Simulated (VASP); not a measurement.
Input of a VASP 6.6.1 run:

INCAR

```
ALGO = Normal
EDIFF = 1E-7
ENCUT = 520
GGA = CA
ISIF = 2
ISMEAR = 1
LASPH = T
LCHARG = F
LREAL = F
LWAVE = F
NBANDS = 10
NELM = 80
PREC = Accurate
SIGMA = 0.2
```

File KPOINTS:

```
k-points
0
Gamma
  8 8 8
```

The input POSCAR:

```
Cs
1.0
   -2.8840810378      2.8840810378      2.8840810378
    2.8840810378     -2.8840810378      2.8840810378
    2.8840810378      2.8840810378     -2.8840810378
Cs
1
Direct
    0.0000000000      0.0000000000      0.0000000000
```

Potentials or basis: VASP PAW LDA potentials, release 64 (Cs_sv).

Command:

```sh
$ cat potpaw_LDA.64/Cs_sv/POTCAR > POTCAR
$ mpirun -np 1 vasp_std > vasp.out
```

Q: Estimate the pressure.

A: 0.0 GPa.
